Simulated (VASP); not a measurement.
A run of VASP 6.6.1:

INCAR

```
PREC     = Accurate       # precision mode
ENCUT    = 520            # plane-wave cutoff, eV
EDIFF    = 1E-6           # SCF threshold, eV
ISMEAR   = 0              # smearing method
SIGMA    = 0.05           # smearing width, eV
LREAL    = F              # projectors in reciprocal space
LASPH    = T              # aspherical terms in the spheres
NELM     = 80             # most SCF steps
ALGO     = Normal         # electronic algorithm
ISIF     = 2              # what is computed and relaxed
LWAVE    = F              # write WAVECAR
LCHARG   = F              # write CHGCAR
GGA      = PE             # functional
NBANDS   = 24             # bands
```

Contents of KPOINTS:

```
Automatic mesh
0
Gamma
  9 9 6
```

The input POSCAR:

```
CaO
1.0
    3.9919758245      0.0099799395      0.0000000000
   -1.9873450310      3.4521625055      0.0000000000
    0.0000000000      0.0000000000      4.7848400100
Ca O
2 2
Direct
    0.3333333333      0.6666666667      0.7500000000
    0.6666666667      0.3333333333      0.2500000000
    0.3333333333      0.6666666667      0.2500000000
    0.6666666667      0.3333333333      0.7500000000
```

Potentials or basis: VASP PAW PBE potentials, release 64 (Ca_sv, O).

Command:

```sh
$ cat potpaw_PBE.64/Ca_sv/POTCAR potpaw_PBE.64/O/POTCAR > POTCAR
$ mpirun -np 1 vasp_std > vasp.out
```

Hardware: 1 thread of AMD EPYC 7R43 64-Core Processor (Zen 3), with other jobs on the host.

Problem. Estimate the wall time of this run.

Solution. Wall time 5.6 min on 1 thread of AMD EPYC 7R43 64-Core Processor (Zen 3), on a shared host, peak memory 0.3 GiB. Counts: scf iterations 14, k points 164.
